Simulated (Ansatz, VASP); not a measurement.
## Two plane-wave programs on Bi2Os

File INCAR:

```
PREC     = Accurate       # precision mode
ENCUT    = 520            # plane-wave cutoff, eV
EDIFF    = 1E-7           # SCF threshold, eV
ISMEAR   = -1             # smearing method
SIGMA    = 0.1            # smearing width, eV
LREAL    = False          # projectors in reciprocal space
LASPH    = True           # aspherical terms in the spheres
NELM     = 100            # most SCF steps
ALGO     = Normal         # electronic algorithm
ISIF     = 2              # what is computed and relaxed
LWAVE    = False          # write WAVECAR
LCHARG   = True           # write CHGCAR
GGA      = PS             # functional
LELF     = True           # ELF
LVHAR    = True         
NBANDS   = 26             # bands
```

Contents of KPOINTS:

```
regular mesh
0
Gamma
  10 10 10
```

File POSCAR:

```
Bi2Os
1.0
    0.0000000000      3.3595410000      0.0000000000
    3.3595410000      0.0000000000      0.0000000000
    1.6797710000      1.6797710000     -6.4867520000
Os Bi
1 2
Direct
    0.0000000000      0.0000000000      0.0000000000
    0.3630000000      0.3630000000      0.2740000000
    0.6370000000      0.6370000000      0.7260000000
```

Input for Ansatz:

```yaml
crystal:
  lattice:
    - [0.0, 3.359541, 0.0]
    - [3.359541, 0.0, 0.0]
    - [1.679771, 1.679771, -6.486752]
  atoms:
    - { symbol: Os, position: [0.0, 0.0, 0.0] }
    - { symbol: Bi, position: [0.363, 0.363, 0.274] }
    - { symbol: Bi, position: [0.637, 0.637, 0.726] }
  symmetry: { tolerance: 0.0003 }
kpoints:
  mp_grid: { grid: [10, 10, 10], shift: [0, 0, 0] }
  band_path:
    path:
      - [0.0, 0.0, 0.0]
      - [0.5, 0.5, 0.5]
      - [0.5, 0.5, 0.25]
      - [0.0, 0.5, 0.0]
      - [0.0, 0.0, 0.0]
      - [0.0, 0.0, -0.5]
      - [0.0, 0.46647141, -0.2667643]
      - [0.0, 0.53352859, 0.2667643]
      - [0.0, 0.0, 0.0]
      - [0.5, 0.5, 0.5]
      - [0.46647141, 0.53352859, 0.5]
    npoints: 6
magnetization:
  spin_polarized: false
scf:
  occupations: { method: fermi_dirac }
  lower_state_search: "off"
  max_iter: 200
hamiltonian:
  pseudopotentials: { kind: paw }
  xc: pbesol
basis:
  ecutwfc: 420
  fft_grid_basis: typed
output:
  forces: true
  stress: true
  eigenvalues: true
  bader: true
  populations: true
  elf: true
  write_potential: true
  volumetric_format: npy
  dos:
    e_range: [-12, 8]
    de: 0.05
    projected: { site_lists: { Bi: [Bi], Os: [Os] } }
checkpoint:
  read: saved_state
```

Alike in both runs: task single point; functional PBEsol; k mesh 10 × 10 × 10; no spin polarisation.

|  | VASP | Ansatz |
| --- | --- | --- |
| version | VASP 6.6.1 | Ansatz 0.2.0 |
| potentials or method | VASP PAW PBE potentials, release 64 (Os, Bi_d), cutoff 520 eV | PAW plane waves |
| occupations | fermi-dirac, width 0.1 eV | fermi-dirac |
| valence electrons in the cell | 38 | 46 |

|  | VASP | Ansatz | Ansatz less VASP |
| --- | --- | --- | --- |
| pressure (GPa) | -6.8 | -6.7 | +0.07 |
| traceless stress, the component that is largest in VASP (GPa) | 2.35 | 2.36 | +0.008 |
| rms of the force components (eV/Å) | 0.377 | 0.377 | +0.0005 |

VASP's potentials were made for PBE, not for PBEsol. Atom by atom the forces differ by 0.001 eV/Å (rms over components). VASP's potentials hold 38 valence electrons a cell and Ansatz's 46, so a difference there can come from the potentials and not from the codes.

Spin-orbit coupling is off throughout.
